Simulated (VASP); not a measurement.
# Fe (Im-3m) in VASP: single point with r2SCAN

Aim: the single point of Fe with r2SCAN.

Program: VASP 6.6.1. These are calculated values, not measurements. Logs are shortened: lines on timing, memory, paths and dates and some standing lists are left out, and cuts for length are marked.

### 1 The cell of the first run

The structure is cubic, space group Im-3m (No. 229). The conventional cell has a = 2.892 Å, b = 2.892 Å, c = 2.892 Å, α = 90.00°, β = 90.00°, γ = 90.00°. Fe (site symmetry m-3m) has 14 Fe at 2.50 to 2.89 Å within 3.3 Å.

### 2 Single point, r2SCAN, collinear spin, ferromagnetic start

Input file POSCAR:

```
Fe
1.0
   -1.4460000000      1.4460000000      1.4460000000
    2.8920000000     -2.8920000000      2.8920000000
    1.4460000000      1.4460000000     -1.4460000000
Fe
2
Direct
    0.0000000000      0.0000000000      0.0000000000
    0.0000000000      0.5000000000      0.0000000000
```

Input file INCAR.step1:

```
SYSTEM = Fe
PREC     = Accurate       ! precision mode
ENCUT    = 660            ! plane-wave cutoff, eV
ISMEAR   = -1             ! smearing method
SIGMA    = 0.1            ! smearing width, eV
LREAL    = .FALSE.        ! projectors in reciprocal space
LASPH    = .TRUE.         ! aspherical terms in the spheres
NELM     = 200            ! most SCF steps
ISPIN    = 2              ! spin polarisation
MAGMOM   = 4 4            ! initial moments
LMAXMIX  = 4              ! l up to which the mixer works
NBANDS   = 19             ! bands
GGA      = PE             ! functional
ALGO     = Normal         ! electronic algorithm
EDIFF    = 1E-5           ! SCF threshold, eV
LWAVE    = .TRUE.         ! write WAVECAR
LCHARG   = .FALSE.        ! write CHGCAR
GGA_COMPAT= .FALSE.
```

Input file INCAR.step2:

```
SYSTEM = Fe
PREC     = Accurate       ! precision mode
ENCUT    = 660            ! plane-wave cutoff, eV
EDIFF    = 1E-6           ! SCF threshold, eV
ISMEAR   = -1             ! smearing method
SIGMA    = 0.1            ! smearing width, eV
LREAL    = .FALSE.        ! projectors in reciprocal space
LASPH    = .TRUE.         ! aspherical terms in the spheres
NELM     = 200            ! most SCF steps
ALGO     = Normal         ! electronic algorithm
ISIF     = 2              ! what is computed and relaxed
LWAVE    = .FALSE.        ! write WAVECAR
LCHARG   = .TRUE.         ! write CHGCAR
ISPIN    = 2              ! spin polarisation
MAGMOM   = 4 4            ! initial moments
LORBIT   = 11             ! projections on sites
LMAXMIX  = 4              ! l up to which the mixer works
METAGGA  = R2SCAN         ! meta-GGA
LMIXTAU  = .TRUE.       
LELF     = .TRUE.         ! ELF
LVHAR    = .TRUE.       
NBANDS   = 19             ! bands
ISTART   = 1            
GGA_COMPAT= .FALSE.
```

Input file KPOINTS:

```
Automatic mesh
0
G
  12 6 12
  0 0 0
```

Potentials or basis: VASP PAW PBE potentials, release 64 (Fe).

Started as:

```console
$ cat potpaw_PBE.64/Fe/POTCAR > POTCAR
$ cp INCAR.step1 INCAR
$ mpirun -np 1 vasp_std > vasp.out
$ cp INCAR.step2 INCAR
$ mpirun -np 1 vasp_std > vasp.out
```

OUTCAR:

```text
SYSTEM = Fe
   PREC = Accurate
   ENCUT = 660
   EDIFF = 1E-6
   ISMEAR = -1
   LREAL = .FALSE.
   LASPH = .TRUE.
   NELM = 200
   ISIF = 2
   ISPIN = 2
   LORBIT = 11
   METAGGA = R2SCAN
   ISTART = 1

 ion  position               nearest neighbor table
   1  0.000  0.000  0.000-   2 2.50   2 2.50   2 2.50   2 2.50   2 2.89   2 2.89   2 2.89   2 2.89

   2  0.000  0.500  0.000-   1 2.50   1 2.50   1 2.50   1 2.50   1 2.89   1 2.89   1 2.89   1 2.89

  LATTYP: Found a base centered orthorhombic cell.
 ALAT       =     2.8920000000
 B/A-ratio  =     1.4142135624
 C/A-ratio  =     1.4142135624

  Lattice vectors:

 A1 = (   1.4460000000,   1.4460000000,  -1.4460000000)
 A2 = (  -1.4460000000,   1.4460000000,   1.4460000000)
 A3 = (   2.8920000000,   0.0000000000,   2.8920000000)

Analysis of symmetry for initial positions (statically):
=====================================================================
 Subroutine PRICEL returns following result:

  LATTYP: Found a body centered cubic cell.
 ALAT       =     2.8920000000

  Lattice vectors:

 A1 = (  -1.4460000000,   1.4460000000,   1.4460000000)
 A2 = (   1.4460000000,  -1.4460000000,   1.4460000000)
 A3 = (   1.4460000000,   1.4460000000,  -1.4460000000)

   2 primitive cells build up your supercell.

 Routine SETGRP: Setting up the symmetry group for a
 base centered orthorhombic supercell.

 Subroutine GETGRP returns: Found  8 space group operations
 (whereof  8 operations were pure point group operations)
 out of a pool of  8 trial point group operations.

The static configuration has the point symmetry D_2h.

Analysis of symmetry for dynamics (positions and initial velocities):
=====================================================================
 Subroutine PRICEL returns following result:

  LATTYP: Found a body centered cubic cell.
 ALAT       =     2.8920000000

  Lattice vectors:

 A1 = (  -1.4460000000,   1.4460000000,   1.4460000000)
 A2 = (   1.4460000000,  -1.4460000000,   1.4460000000)
 A3 = (   1.4460000000,   1.4460000000,  -1.4460000000)

   2 primitive cells build up your supercell.

 Routine SETGRP: Setting up the symmetry group for a
 base centered orthorhombic supercell.

 Subroutine GETGRP returns: Found  8 space group operations
 (whereof  8 operations were pure point group operations)
 out of a pool of  8 trial point group operations.

The dynamic configuration has the point symmetry D_2h.

Analysis of structural, dynamic, and magnetic symmetry:
=====================================================================
 Subroutine PRICEL returns following result:

  LATTYP: Found a body centered cubic cell.
 ALAT       =     2.8920000000

  Lattice vectors:

 A1 = (  -1.4460000000,   1.4460000000,   1.4460000000)
 A2 = (   1.4460000000,  -1.4460000000,   1.4460000000)
 A3 = (   1.4460000000,   1.4460000000,  -1.4460000000)

   2 primitive cells build up your supercell.

 Routine SETGRP: Setting up the symmetry group for a
 base centered orthorhombic supercell.

 Subroutine GETGRP returns: Found  8 space group operations
 (whereof  8 operations were pure point group operations)
 out of a pool of  8 trial point group operations.

The overall configuration has the point symmetry D_2h.

 Subroutine INISYM returns: Found  8 space group operations
 (whereof  8 operations are pure point group operations),
 and found     2 'primitive' translations

----------------------------------------------------------------------------------------

                                     Primitive cell

  volume of cell :      12.0939

  direct lattice vectors                    reciprocal lattice vectors
    -1.446000000  1.446000000  1.446000000     0.000000000  0.345781466  0.345781466
     1.446000000 -1.446000000  1.446000000     0.345781466  0.000000000  0.345781466
     1.446000000  1.446000000 -1.446000000     0.345781466  0.345781466  0.000000000

  length of vectors
     2.504545468  2.504545468  2.504545468     0.489008839  0.489008839  0.489008839

  position of ions in fractional coordinates (direct lattice)
     0.000000000  0.000000000  0.000000000

  ion indices of the primitive-cell ions
   primitive index   ion index
                 1           1

----------------------------------------------------------------------------------------

 KPOINTS: Automatic mesh

Automatic generation of k-mesh.
 Grid dimensions read from file:
 generate k-points for:   12    6   12

 Generating k-lattice:

  Cartesian coordinates                     Fractional coordinates (reciprocal lattice)
     0.000000000  0.028815122  0.028815122     0.083333333  0.000000000  0.000000000
     0.028815122  0.000000000  0.028815122     0.000000000  0.166666667  0.000000000
     0.028815122  0.028815122  0.000000000     0.000000000  0.000000000  0.083333333

  Length of vectors
     0.040750737  0.040750737  0.040750737

  Shift w.r.t. Gamma in fractional coordinates (k-lattice)
     0.000000000  0.000000000  0.000000000

 Subroutine IBZKPT returns following result:
 ===========================================

 Found    154 irreducible k-points:

 Following reciprocal coordinates:
            Coordinates               Weight
  0.000000  0.000000  0.000000      1.000000
  0.083333  0.000000  0.000000      8.000000
  0.166667  0.000000  0.000000      8.000000
  0.250000  0.000000  0.000000      8.000000
  0.333333  0.000000  0.000000      8.000000
  0.416667  0.000000  0.000000      8.000000
[... 16 lines left out ...]
 -0.333333  0.333333  0.000000      4.000000
  0.000000  0.500000  0.000000      1.000000
 [... further k-points ...]
   k-points           NKPTS =    154   k-points in BZ     NKDIM =    154   number of bands    NBANDS=     19
   number of dos      NEDOS =    301   number of ions     NIONS =      2
   total plane-waves  NPLWV =  24192
   dimension x,y,z NGX =    24 NGY =   42 NGZ =   24
   dimension x,y,z NGXF=    48 NGYF=   84 NGZF=   48
   ions per type =               2
   NGX,Y,Z   is equivalent  to a cutoff of  15.93, 13.94, 15.93 a.u.
   NGXF,Y,Z  is equivalent  to a cutoff of  31.86, 27.88, 31.86 a.u.
 SYSTEM =  Fe
   PREC   = accura    normal or accurate (medium, high low for compatibility)
   ISTART =      1    job   : 0-new  1-cont  2-samecut
   ICHARG =      0    charge: 1-file 2-atom 10-const
   ISPIN  =      2    spin polarized calculation?
   LNONCOLLINEAR =      F non collinear calculations
   LSORBIT =      F    spin-orbit coupling
   LASPH  =      T    aspherical Exc in radial PAW
   ENCUT  =  660.0 eV  48.51 Ry    6.96 a.u.   5.25 10.49  5.25*2*pi/ulx,y,z
   NELM   =    200;   NELMIN=  2; NELMDL=  0     # of ELM steps
   EDIFF  = 0.1E-05   stopping-criterion for ELM
   LREAL  =      F    real-space projection
   EDIFFG = 0.1E-04   stopping-criterion for IOM
   NSW    =      0    number of steps for IOM
   IBRION =     -1    ionic relax: 0-MD 1-quasi-New 2-CG
   NFREE  =      0    steps in history (QN), initial steepest desc. (CG)
   ISIF   =      2    stress and relaxation
   ISYM   =      2    0-nonsym 1-usesym 2-fastsym
   POTIM  = 0.5000    time-step for ionic-motion
   TEBEG  =    0.0;   TEEND  =   0.0 temperature during run
   PSTRESS=    0.0 pullay stress
   NELECT =      16.0000    total number of electrons
   NUPDOWN=      -1.0000    fix difference up-down
   EMIN   =  10.00;   EMAX   =-10.00  energy-range for DOS
   EFERMI =   0.00;   METHOD = LEGACY
   ISMEAR =    -1;   SIGMA  =   0.10  broadening in eV -4-tet -1-fermi 0-gaus
   EFERMI_NEDOS =   21; number of points for ismear=-14 and -15
   IALGO  =     38    algorithm
   IMIX   =      4    mixing-type and parameters
     AMIX     =   0.40;   BMIX     =  1.00
     AMIX_MAG =   1.60;   BMIX_MAG =  1.00
  volume/ion in A,a.u.               =      12.09        81.61
  Fermi-wavevector in a.u.,A,eV,Ry     =   1.426428  2.695558 27.683733  2.034697
  Thomas-Fermi vector in A             =   2.546706
   LORBIT       =     11    0 simple, 1 ext, 2 COOP (PROOUT), +10 PAW based schemes
   METAGGA = R2SCAN    functional components
   LHFCALC =     F    Hartree Fock is set to
   AEXX    =    0.0000 exact exchange contribution
   IVDW    =     0    specifies the selected vdW correction
   LEPSILON=     F    determine dielectric tensor
   LRPA    =     F    only Hartree local field effects (RPA)
 spin polarized calculation
  energy-cutoff  :      660.00
  volume of cell :       24.19
 maximum number of plane-waves:       952
 NGX is ok and might be reduce to    24
   NGX = 11   NGY = 21   NGZ = 11

 number of electron      15.9999998 magnetization       5.4180322

 Free energy of the ion-electron system (eV)
  ---------------------------------------------------
  ext. energy  EPLUGINS =         0.00000000
  ---------------------------------------------------
  free energy    TOTEN  =       -28.73273281 eV

  energy without entropy =      -28.67906606  energy(sigma->0) =      -28.70589943

 E-fermi :   5.2773     XC(G=0): -13.8495

 val. band max:        5.2356863649   @ k =  -0.2500   0.1667  -0.0000
 cond. band min:       5.2802045854   @ k =  -0.3333  -0.3333   0.1667
 fundamental gap:      0.0445182204
 Fermi energy:         5.2772597051

 spin component 1

 k-point     1 :       0.0000    0.0000    0.0000
  band No.  band energies     occupation
      1      -3.1297      1.00000
      2      -0.0325      1.00000
      3       1.2129      1.00000
      4       2.1571      1.00000
      5       2.1571      1.00000
      6       2.1571      1.00000
[... 11 lines left out ...]
     18      30.5731      0.00000
     19      30.5731      0.00000
[... 485 lines left out ...]
 k-point    24 :       0.0000    0.5000    0.0000
  band No.  band energies     occupation
      1      -0.9478      1.00000
      2      -0.9478      1.00000
      3       1.6709      1.00000
      4       1.6709      1.00000
      5       2.1775      1.00000
      6       2.1775      1.00000
[... 11 lines left out ...]
     18      28.7683      0.00000
     19      28.9594      0.00000

 [... further k-points ...]

 spin component 2

 k-point     1 :       0.0000    0.0000    0.0000
  band No.  band energies     occupation
      1      -3.7363      1.00000
      2       1.8781      1.00000
      3       4.2973      0.99994
      4       5.2172      0.64571
      5       5.6637      0.02055
      6       5.6637      0.02055
[... 11 lines left out ...]
     18      30.2262      0.00000
     19      30.2262      0.00000
[... 485 lines left out ...]
 k-point    24 :       0.0000    0.5000    0.0000
  band No.  band energies     occupation
      1      -1.2925      1.00000
      2      -1.2925      1.00000
      3       4.9489      0.96387
      4       4.9489      0.96387
      5       5.1729      0.73958
      6       5.1729      0.73958
[... 11 lines left out ...]
     18      29.5336      0.00000
     19      30.5438      0.00000

 [... further k-points ...]

------------------------ aborting loop because EDIFF is reached ----------------------------------------

  FORCE on cell =-STRESS in cart. coord.  units (eV):
  Direction    XX          YY          ZZ          XY          YZ          ZX
  --------------------------------------------------------------------------------------
  -------------------------------------------------------------------------------------
  Total       -0.5654390     -0.5654338     -0.5654390      0.0000000     -0.0000000     -0.0000410
  in kB      -37.4542800    -37.4539344    -37.4542800      0.0000000     -0.0000000     -0.0027176
  external PRESSURE =     -37.4541648 kB  Pullay stress =       0.0000000 kB

 VOLUME and BASIS-vectors are now :
 -----------------------------------------------------------------------------
  energy-cutoff  :      660.00
  volume of cell :       24.19
      direct lattice vectors                 reciprocal lattice vectors
    -1.446000000  1.446000000  1.446000000     0.000000000  0.345781466  0.345781466
     2.892000000 -2.892000000  2.892000000     0.172890733  0.000000000  0.172890733
     1.446000000  1.446000000 -1.446000000     0.345781466  0.345781466  0.000000000

 POSITION                                       TOTAL-FORCE (eV/Angst)
 -----------------------------------------------------------------------------------
      0.00000      0.00000      0.00000         0.000000      0.000000      0.000000
      1.44600     -1.44600      1.44600        -0.000000     -0.000000     -0.000000
 -----------------------------------------------------------------------------------
    total drift:                                0.000000     -0.000000      0.000000

  FREE ENERGIE OF THE ION-ELECTRON SYSTEM (eV)
  ---------------------------------------------------
  free  energy   TOTEN  =       -28.7327328081 eV

  energy  without entropy=      -28.6790660592  energy(sigma->0) =      -28.70589943

 total charge

# of ion       s       p       d       tot
------------------------------------------
    1        0.470   0.530   6.147   7.147
    2        0.470   0.530   6.147   7.147
--------------------------------------------------
tot          0.940   1.060  12.294  14.294

 magnetization (x)

# of ion       s       p       d       tot
------------------------------------------
    1       -0.010  -0.111   2.905   2.783
    2       -0.010  -0.111   2.905   2.783
--------------------------------------------------
tot         -0.020  -0.223   5.809   5.566
```

Wall time 6 min (1 thread of Intel Xeon Platinum 8488C (Sapphire Rapids), shared host); peak memory 0.29 GiB.

What came out:

* Free energy: -28.7327 eV
* Pressure: -3.7 GPa
* Net moment: 5.42 μB per cell
* Site moments: Fe +2.78 μB
* Valence electrons inside the program's atomic spheres: Fe 7.15

Levels at points of the mesh, in eV from the Fermi level:
Spin up:
```
           k point  band 7  band 8  band 9  band 10  band 11  band 12  band 13  band 14  band 15  band 16
(0.00, 0.00, 0.00)   -1.96   -1.96   -1.93    -1.81    -0.70     0.50     6.56    18.48    19.72    22.92
(0.50, 0.00, 0.00)   -1.81   -1.81   -0.70    -0.70     0.50     0.50     6.56     6.56    18.48    18.48
(0.00, 0.50, 0.00)   -2.12   -2.12   -2.01    -2.01    -1.91    -1.91    15.39    15.39    21.30    21.30
(0.50, 0.50, 0.00)   -2.02   -2.02   -1.61    -1.61     1.62     1.62    10.57    10.57    11.45    11.45
(0.50, 0.00, 0.50)   -0.94   -0.94   -0.94    -0.70     0.50     6.56     9.69     9.69     9.69    15.16
(0.50, 0.50, 0.50)   -2.15   -2.15   -0.82    -0.82     4.75     4.75     7.26     7.26    13.38    13.38
```
Spin down:
| k point | band 3 | band 4 | band 5 | band 6 | band 7 | band 8 |
| --- | --- | --- | --- | --- | --- | --- |
| (0.00, 0.00, 0.00) | -0.98 | -0.06 | 0.39 | 0.39 | 0.39 | 2.35 |
| (0.50, 0.00, 0.00) | -0.98 | -0.98 | -0.06 | -0.06 | 2.35 | 2.35 |
| (0.00, 0.50, 0.00) | -0.33 | -0.33 | -0.10 | -0.10 | 1.70 | 1.70 |
| (0.50, 0.50, 0.00) | -1.23 | -1.23 | -0.78 | -0.78 | 2.17 | 2.17 |
| (0.50, 0.00, 0.50) | -2.55 | -0.98 | -0.06 | 2.35 | 2.79 | 3.03 |
| (0.50, 0.50, 0.50) | -1.74 | -1.74 | 0.60 | 0.60 | 1.39 | 1.39 |

Caveat: the PAW data sets were made with another functional, which shifts forces and pressure a little.
